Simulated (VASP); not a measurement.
Set up this calculation in VASP 6.6.1, as the native input.

```
Task                   : single point
Functional             : PBE
Potentials or basis    : VASP PAW PBE potentials, release 64 (Ta_pv, C)
Cutoff                 : 520 eV
k mesh                 : 6 × 6 × 6
Occupations            : gaussian, width 0.1 eV
Spin                   : no spin polarisation
Dipole correction      : no
Further INCAR settings : ALGO = Normal; EDIFF = 1e-06; NBANDS = 25
```

The structure of Ta2C3 lies in POSCAR:

```
Ta2C3
1.0
    1.6041808751      0.9261742601      7.9022613207
   -1.6041808751      0.9261742601      7.9022613207
    0.0000000000     -1.8523485202      7.9022613207
Ta C
2 3
Direct
    0.3898871962      0.3898871962      0.3898871962
    0.6101128038      0.6101128038      0.6101128038
    0.0000000000      0.0000000000      0.0000000000
    0.2344750029      0.2344750029      0.2344750029
    0.7655249971      0.7655249971      0.7655249971
```

The input as run:

INCAR

```
SYSTEM = Ta2C3
  PREC = Accurate
  ENCUT = 520
  EDIFF = 1E-6
  ISMEAR = 0
  SIGMA = 0.1
  LREAL = .False.
  LASPH = .True.
  NELM = 80
  ALGO = Normal
  ISIF = 2
  LWAVE = .False.
  LCHARG = .False.
  GGA = PE
  NBANDS = 25
```

KPOINTS

```
regular mesh
0
Gamma
  6 6 6
  0 0 0
```

Potentials or basis: VASP PAW PBE potentials, release 64 (Ta_pv, C).

Command:

```bash
$ cat potpaw_PBE.64/Ta_pv/POTCAR potpaw_PBE.64/C/POTCAR > POTCAR
$ mpirun -np 1 vasp_std > vasp.out
```

It gave:

```
Pressure               : 0.7 GPa
Largest force          : 0.066 eV/Å
Band gap on the k mesh : zero (bands 17 and 18 overlap by 1.34 eV)
```

Caveat: the k points lie up to 0.38 Å⁻¹ apart, too coarse for converged energies and pressures of a metal; spin-orbit coupling is left out, which moves the levels of the heavy elements.

Run time: 2.2 min on 1 thread of Intel(R) Xeon(R) 6975P-C (Granite Rapids) (shared host), peak memory 0.49 GiB.
